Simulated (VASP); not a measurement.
# Al36CN34 (a cell with a defect) in VASP: single point with PBE

Aim: the single point of Al36CN34 (a cell with a defect) with PBE.

Everything below comes from runs of VASP 6.6.1. Logs are shortened: lines on timing, memory, paths and dates and some standing lists are left out, and cuts for length are marked.

### 1 The cell of the first run

The cell holds a defect, 71 atoms: a = 9.389 Å, b = 9.389 Å, c = 10.035 Å, α = 90.00°, β = 90.00°, γ = 120.00°.

### 2 Single point, PBE, collinear spin

File INCAR:

```
SYSTEM = Al36CN34
ALGO     = Normal         ! electronic algorithm
EDIFF    = 1E-6           ! SCF threshold, eV
ENCUT    = 520            ! plane-wave cutoff, eV
GGA      = PE             ! functional
ISIF     = 2              ! what is computed and relaxed
ISMEAR   = 0              ! smearing method
ISPIN    = 2              ! spin polarisation
LASPH    = .True.         ! aspherical terms in the spheres
LCHARG   = .True.         ! write CHGCAR
LELF     = .True.         ! ELF
LORBIT   = 11             ! projections on sites
LREAL    = Auto         
LVHAR    = .True.       
LWAVE    = .False.        ! write WAVECAR
MAGMOM   = 0.03 0 0 0 0 0 0 0 0 0 0 0 0.02 0 0 0.02 0.03 0 0 0 0 0 0 0 0 0 0 0 0 0 0 0 0.01 0 0 0 0.03 0 0 0 0 0 0 0 0 0.02 0 0 0.02 0 0 0.02 0.04 0 0 0.03 0 0 0 0 0 0 0 0.02 0 0 0 0 0 0 0 ! initial moments
NBANDS   = 186            ! bands
NELECT   = 283.0        
NELM     = 150            ! most SCF steps
NUPDOWN  = 1.0            ! fixed moment
PREC     = Accurate       ! precision mode
SIGMA    = 0.01           ! smearing width, eV
```

File KPOINTS:

```
Automatic mesh
0
Gamma
  1 1 1
  0.25 0.25 0.25
```

File POSCAR:

```
Al36CN34
1.0
    9.3892708700      0.0000000883      0.0000000000
   -4.6946355115      8.1313470508      0.0000000000
    0.0000000000      0.0000000000     10.0348065900
Al N C
36 34 1
Direct
    0.2280727260      0.1033396485      0.2545265522
    0.1112377970      0.2215061205      0.4999007797
    0.2242031775      0.1115236028      0.7512762168
    0.1139182619      0.2229478250      1.0016788025
    0.2247058738      0.4434488898      0.2499027034
    0.1109339071      0.5542974808      0.4992002229
    0.2227603392      0.4444637021      0.7490901466
    0.1115155648      0.5551511333      1.0002458859
    0.2219161461      0.7768543508      0.2498538725
    0.1095341402      0.8860594204      0.5015808608
    0.2224385181      0.7770656012      0.7501942516
    0.1126953075      0.8897618434      1.0006627629
    0.5417391021      0.1079134361      0.2515954637
    0.4422615648      0.2184373908      0.4983402943
    0.5553688535      0.1111753697      0.7501200933
    0.4534284761      0.2340402374      1.0026077481
    0.5602185437      0.4476630264      0.2406538790
    0.4440990749      0.5525400638      0.4962811826
    0.5565490604      0.4454187820      0.7410870740
    0.4458179465      0.5579232845      0.9953942865
    0.5558587760      0.7771338339      0.2495312291
    0.4437201124      0.8867575523      0.5000837873
    0.5560311647      0.7779837738      0.7485031292
    0.4447376591      0.8897234544      0.9998184363
    0.8891020359      0.1111531183      0.2507753138
    0.7767797750      0.2218276061      0.4986652628
    0.8894660377      0.1115041281      0.7504004829
    0.7773070357      0.2232318707      1.0017428006
    0.8877783440      0.4445062893      0.2495495292
    0.7759512767      0.5525499262      0.4966397192
    0.8895391556      0.4444137387      0.7489880070
    0.7800048209      0.5579279448      0.9961467491
    0.8888376891      0.7773050257      0.2501214908
    0.7771464825      0.8872015352      0.4986999583
    0.8894069544      0.7779821543      0.7489627785
    0.7787938356      0.8899657517      0.9997450363
    0.2161670189      0.1053139397      0.4442555416
    0.1161862204      0.2194880487      0.1922980633
    0.2271516665      0.1140647442      0.9437757348
    0.1117831671      0.2215887481      0.6915725646
    0.2194315545      0.4434851210      0.4398484094
    0.1112778597      0.5528740073      0.1901950786
    0.2220732069      0.4444520361      0.9395123120
    0.1117949076      0.5551640512      0.6901743740
    0.2213898140      0.7764660534      0.4408230889
    0.1079504156      0.8836892375      0.1896192768
    0.2223679622      0.7776400081      0.9404327900
    0.1122312368      0.8886046261      0.6922257197
    0.5546112051      0.1062966471      0.4421153798
    0.5556528057      0.1127703354      0.9417908632
    0.4437811286      0.2193275050      0.6916672224
    0.4444282125      0.5572952213      0.1841103575
    0.5596228325      0.4520607018      0.9318562939
    0.4434706490      0.5569364598      0.6891604785
    0.5545977359      0.7783444748      0.4395595890
    0.4437604366      0.8857023587      0.1888952574
    0.5572751322      0.7812887635      0.9386018992
    0.4444848925      0.8885260784      0.6909777281
    0.8883997089      0.1106811360      0.4407157957
    0.7725440975      0.2202437126      0.1921164586
    0.8903618430      0.1131709376      0.9419495647
    0.7781012941      0.2217022307      0.6905261200
    0.8914567787      0.4439751570      0.4396224350
    0.7847053003      0.5604514666      0.1844151173
    0.8896931248      0.4445444807      0.9394016310
    0.7817970055      0.5569776442      0.6894364675
    0.8901825765      0.7784037863      0.4402738283
    0.7784343999      0.8892005224      0.1902381789
    0.8911742762      0.7814863613      0.9387337548
    0.7786597253      0.8893351998      0.6897432510
    0.5529106868      0.4384787562      0.4330912197
```

Potentials or basis: VASP PAW PBE potentials, release 64 (Al, N, C).

On the command line:

```sh
$ cat potpaw_PBE.64/Al/POTCAR potpaw_PBE.64/N/POTCAR potpaw_PBE.64/C/POTCAR > POTCAR
$ mpirun -np 1 vasp_std > vasp.out
```

OUTCAR:

```text
SYSTEM = Al36CN34
   EDIFF = 1E-6
   ENCUT = 520
   GGA = PE
   ISIF = 2
   ISMEAR = 0
   ISPIN = 2
   LASPH = .True.
   LORBIT = 11
   LREAL = Auto
   NELECT = 283.0
   NELM = 150
   NUPDOWN = 1.0
   PREC = Accurate

 ion  position               nearest neighbor table
   1  0.228  0.103  0.255-  46 1.90  37 1.91  38 1.96  13 2.92  14 3.00   9 3.04  10 3.05  12 3.08
                             2 3.12  33 3.13  16 3.13   4 3.17  17 3.18   5 3.21  25 3.22
   2  0.111  0.222  0.500-  37 1.88  41 1.90  59 1.91  40 1.92  25 3.08   7 3.09   5 3.09  27 3.09
                             3 3.11   1 3.12  18 3.12  14 3.12   6 3.13  34 3.14  10 3.14  26 3.14
   3  0.224  0.112  0.751-  51 1.88  40 1.91  48 1.91  39 1.93  12 3.08   4 3.09  14 3.10  10 3.10
                             2 3.11  15 3.11  19 3.13  11 3.13   7 3.13  16 3.14  35 3.14  27 3.14
   4  0.114  0.223  0.002-  39 1.90  43 1.91  38 1.91  61 1.91   5 3.07   3 3.09  25 3.10   7 3.11
                            27 3.11  12 3.12   8 3.13  20 3.13  36 3.14  16 3.14  28 3.16   1 3.17
   5  0.225  0.443  0.250-  52 1.91  41 1.91  42 1.91  38 1.91  18 3.05   4 3.07   2 3.09   6 3.10
                             8 3.10  21 3.12  20 3.12  17 3.13  25 3.14   9 3.14  29 3.17   1 3.21
   6  0.111  0.554  0.499-  41 1.88  63 1.88  45 1.90  44 1.92  31 3.09   9 3.09   7 3.09  29 3.09
                             5 3.10  11 3.10  10 3.12  22 3.12   2 3.13  26 3.13  18 3.14  30 3.14
   7  0.223  0.444  0.749-  54 1.89  44 1.90  40 1.90  43 1.91  20 3.07   6 3.09   2 3.09   8 3.10
                             4 3.11  18 3.11  11 3.12  27 3.13  31 3.13  23 3.13  19 3.13   3 3.13
   8  0.112  0.555  0.000-  43 1.90  65 1.90  47 1.91  42 1.91   9 3.09  11 3.09  29 3.09   7 3.10
                            31 3.10   5 3.10  32 3.13  20 3.13  28 3.13   4 3.13  24 3.14  12 3.14
   9  0.222  0.777  0.250-  46 1.89  56 1.90  45 1.92  42 1.92   1 3.04  13 3.06  12 3.08   8 3.09
[... 88 lines left out ...]
  70  0.779  0.889  0.690-  35 1.90  23 1.90  27 1.91  34 1.92
  71  0.553  0.438  0.433-  14 1.91  18 1.92  30 1.92  17 1.93

  LATTYP: Found a hexagonal cell.
 ALAT       =     9.3892708700
 C/A-ratio  =     1.0687524866

  Lattice vectors:

 A1 = (   9.3892708700,   0.0000000883,   0.0000000000)
 A2 = (  -4.6946355115,   8.1313470508,   0.0000000000)
 A3 = (   0.0000000000,   0.0000000000,  10.0348065900)

Analysis of symmetry for initial positions (statically):
=====================================================================
 Subroutine PRICEL returns:
 Original cell was already a primitive cell.

 Routine SETGRP: Setting up the symmetry group for a
 hexagonal supercell.

 Subroutine GETGRP returns: Found  1 space group operations
 (whereof  1 operations were pure point group operations)
 out of a pool of 24 trial point group operations.

The static configuration has the point symmetry C_1 .

Analysis of symmetry for dynamics (positions and initial velocities):
=====================================================================
 Subroutine PRICEL returns:
 Original cell was already a primitive cell.

 Routine SETGRP: Setting up the symmetry group for a
 hexagonal supercell.

 Subroutine GETGRP returns: Found  1 space group operations
 (whereof  1 operations were pure point group operations)
 out of a pool of 24 trial point group operations.

The dynamic configuration has the point symmetry C_1 .

Analysis of structural, dynamic, and magnetic symmetry:
=====================================================================
 Subroutine PRICEL returns:
 Original cell was already a primitive cell.

 Routine SETGRP: Setting up the symmetry group for a
 hexagonal supercell.

 Subroutine GETGRP returns: Found  1 space group operations
 (whereof  1 operations were pure point group operations)
 out of a pool of 24 trial point group operations.

[... 235 lines left out ...]
   EFERMI_NEDOS =   21; number of points for ismear=-14 and -15
   IALGO  =     38    algorithm
   IMIX   =      4    mixing-type and parameters
     AMIX     =   0.40;   BMIX     =  1.00
     AMIX_MAG =   1.60;   BMIX_MAG =  1.00
  volume/ion in A,a.u.               =      10.79        72.82
  Fermi-wavevector in a.u.,A,eV,Ry     =   1.174634  2.219736 18.772839  1.379765
  Thomas-Fermi vector in A             =   2.311028
   LORBIT       =     11    0 simple, 1 ext, 2 COOP (PROOUT), +10 PAW based schemes
   GGA     = PE    functional components
   LHFCALC =     F    Hartree Fock is set to
   AEXX    =    0.0000 exact exchange contribution
   IVDW    =     0    specifies the selected vdW correction
   LEPSILON=     F    determine dielectric tensor
   LRPA    =     F    only Hartree local field effects (RPA)
 spin polarized calculation
 Gauss-broadening in eV      SIGMA  =   0.01
  energy-cutoff  :      520.00
  volume of cell :      766.13
 maximum number of plane-waves:     20622
 NGX is ok and might be reduce to    70
   NGX = 35   NGY = 35   NGZ = 37

 number of electron     282.9999990 magnetization       1.0000119

 Free energy of the ion-electron system (eV)
  ---------------------------------------------------
  ext. energy  EPLUGINS =         0.00000000
  ---------------------------------------------------
  free energy    TOTEN  =      -512.55657533 eV

  energy without entropy =     -512.55657533  energy(sigma->0) =     -512.55657533

 E-fermi :   6.6807     XC(G=0): -10.8152

 val. band max:        9.0004816611   @ k =   0.5000  -0.2500   0.2500
 cond. band min:       9.7178949204   @ k =  -0.2500  -0.2500   0.2500
 fundamental gap:      0.7174132593
 Fermi energy:         9.0942877376

 spin component 1

 k-point     1 :       0.2500    0.2500    0.2500
  band No.  band energies     occupation
      1      -8.8846      1.00000
      2      -8.6057      1.00000
      3      -8.5390      1.00000
      4      -8.3971      1.00000
      5      -8.1912      1.00000
      6      -8.0395      1.00000
[... 925 lines left out ...]
    152      11.7451      0.00000
    153      11.8551      0.00000
 Fermi energy:         6.6806863184

 spin component 2

 k-point     1 :       0.2500    0.2500    0.2500
  band No.  band energies     occupation
      1      -8.8770      1.00000
      2      -8.6011      1.00000
      3      -8.5236      1.00000
      4      -8.3903      1.00000
      5      -8.1857      1.00000
      6      -8.0232      1.00000
[... 925 lines left out ...]
    152      11.8004      0.00000
    153      11.8661      0.00000
 [bands above 153 left out]

------------------------ aborting loop because EDIFF is reached ----------------------------------------

  FORCE on cell =-STRESS in cart. coord.  units (eV):
  Direction    XX          YY          ZZ          XY          YZ          ZX
  --------------------------------------------------------------------------------------
  -------------------------------------------------------------------------------------
  Total        9.1113595     14.3213693     15.1447528     -0.0905344     -3.7861279     -0.5595414
  in kB       19.0541857     29.9496499     31.6715557     -0.1893306     -7.9177628     -1.1701442
  external PRESSURE =      26.8917971 kB  Pullay stress =       0.0000000 kB

 VOLUME and BASIS-vectors are now :
 -----------------------------------------------------------------------------
  energy-cutoff  :      520.00
  volume of cell :      766.13
      direct lattice vectors                 reciprocal lattice vectors
     9.389270870  0.000000088  0.000000000     0.106504542  0.061490427  0.000000000
    -4.694635511  8.131347051  0.000000000    -0.000000001  0.122980853  0.000000000
     0.000000000  0.000000000 10.034806590     0.000000000  0.000000000  0.099653141

 POSITION                                       TOTAL-FORCE (eV/Angst)
 -----------------------------------------------------------------------------------
      1.65629      0.84029      2.55412         0.041514      0.039765      0.011144
      0.00455      1.80114      5.01641        -0.026912      0.016324     -0.011952
      1.58154      0.90684      7.53891         0.037246     -0.010799      0.009919
      0.02295      1.81287      0.01685        -0.003079      0.027101      0.026234
      0.02799      3.60584      2.50773         0.061111     -0.009774     -0.003080
     -1.56064      4.50719      5.00938        -0.016075      0.018494      0.009081
[... 63 lines left out ...]
      3.13594      7.23149      6.92144        -0.037956      0.024293      0.009210
      3.13293      3.56542      4.34599         0.035260     -0.022366     -0.007930
 -----------------------------------------------------------------------------------
    total drift:                                0.010306     -0.006657      0.026919

  FREE ENERGIE OF THE ION-ELECTRON SYSTEM (eV)
  ---------------------------------------------------
  free  energy   TOTEN  =      -512.5565753284 eV

  energy  without entropy=     -512.5565753284  energy(sigma->0) =     -512.55657533

 total charge

# of ion       s       p       d       tot
------------------------------------------
    1        0.377   0.398   0.000   0.775
    2        0.369   0.432   0.000   0.801
    3        0.369   0.431   0.000   0.799
    4        0.369   0.431   0.000   0.800
    5        0.368   0.430   0.000   0.798
    6        0.373   0.442   0.000   0.814
[... 63 lines left out ...]
   70        1.224   2.624   0.000   3.848
   71        0.852   1.676   0.000   2.528
--------------------------------------------------
tot         55.880 106.355   0.000 162.235

 magnetization (x)

# of ion       s       p       d       tot
------------------------------------------
    1        0.021   0.029   0.000   0.049
    2        0.001   0.002   0.000   0.002
    3       -0.000  -0.000   0.000  -0.000
    4       -0.000   0.000   0.000   0.000
    5       -0.000  -0.000   0.000  -0.000
    6        0.000   0.000   0.000   0.000
[... 63 lines left out ...]
   70        0.000   0.000   0.000   0.000
   71       -0.000  -0.001   0.000  -0.002
--------------------------------------------------
tot          0.112   0.236   0.000   0.348
```

It took 48 min on 1 thread of Intel Xeon Platinum 8488C (Sapphire Rapids), shared host; peak memory 1.7 GiB.

Results:

```yaml
Free_energy: -512.5566 eV
Largest_force: 0.126 eV/Å
Net_moment: 1.00 μB per cell
Site_moments: Al +0.05, +0.00, -0.00, +0.03, +0.04, +0.01 (each value once); N +0.02, -0.00, +0.00, +0.03, +0.01, +0.04 (each value once); C -0.00 μB
Valence_electrons_inside_the_program's_atomic_spheres: Al 0.78, 0.80, 0.81, 0.76, 0.82, 0.79 (each value once); N 3.86, 3.82, 3.83, 3.85, 3.84 (each value once); C 2.53
```

Forces in eV/Å, atoms in the order of the input:
```
Al   0.042  0.040  0.011
Al  -0.027  0.016 -0.012
Al   0.037 -0.011  0.010
Al  -0.003  0.027  0.026
Al   0.061 -0.010 -0.003
Al  -0.016  0.018  0.009
Al   0.026 -0.008 -0.002
Al  -0.016  0.014 -0.007
Al   0.095 -0.003  0.015
Al  -0.034  0.017  0.003
Al   0.027 -0.025  0.001
Al  -0.029  0.034 -0.049
Al   0.015 -0.072  0.049
Al  -0.011  0.003  0.009
Al   0.010  0.002 -0.014
Al  -0.110  0.045 -0.042
Al  -0.094  0.019  0.005
Al  -0.025  0.035 -0.010
Al   0.038 -0.025  0.027
Al  -0.009 -0.009  0.034
Al  -0.018 -0.037 -0.025
Al  -0.013  0.026 -0.005
Al   0.028 -0.021 -0.010
Al  -0.013 -0.005  0.023
Al   0.037  0.001 -0.005
Al  -0.040 -0.009 -0.004
Al   0.025 -0.010 -0.006
Al  -0.005  0.005 -0.001
Al   0.057 -0.046  0.023
Al  -0.018  0.021 -0.003
Al   0.016 -0.012 -0.011
Al  -0.045  0.024 -0.067
Al  -0.048  0.030  0.049
Al  -0.050  0.021 -0.009
Al   0.031 -0.025 -0.015
Al  -0.032  0.015  0.011
N    0.043 -0.025  0.008
N   -0.057 -0.018  0.012
N    0.029 -0.052 -0.010
N   -0.043  0.021  0.006
N    0.019 -0.029  0.005
N   -0.061  0.014 -0.004
N    0.034 -0.018 -0.021
N   -0.046  0.021  0.002
N    0.031 -0.025 -0.008
N   -0.016  0.043 -0.054
N    0.034 -0.017  0.000
N   -0.048  0.023 -0.002
N    0.081 -0.014  0.029
N    0.027 -0.005  0.039
N   -0.039  0.033 -0.013
N   -0.037  0.085  0.016
N    0.066 -0.012 -0.025
N   -0.039  0.021  0.000
N    0.050 -0.027  0.018
N   -0.016 -0.007  0.004
N    0.039 -0.025 -0.019
N   -0.037  0.024  0.017
N    0.048 -0.012 -0.005
N   -0.062  0.021  0.000
N    0.041 -0.018 -0.002
N   -0.035  0.023  0.012
N    0.029 -0.021 -0.012
N   -0.012 -0.066  0.000
N    0.043 -0.016  0.001
N   -0.048  0.026 -0.008
N    0.050 -0.038 -0.004
N   -0.011  0.025 -0.005
N    0.058 -0.019  0.016
N   -0.038  0.024  0.009
C    0.035 -0.022 -0.008
```

Caveat: the k points lie up to 0.39 Å⁻¹ apart; the cell carries a net charge on a neutralising background, which shifts energy and pressure; the cell is charged against a uniform background, so pressure and absolute levels hang on convention; the total moment is fixed, so each spin has its own Fermi level and the state may be an excited one.
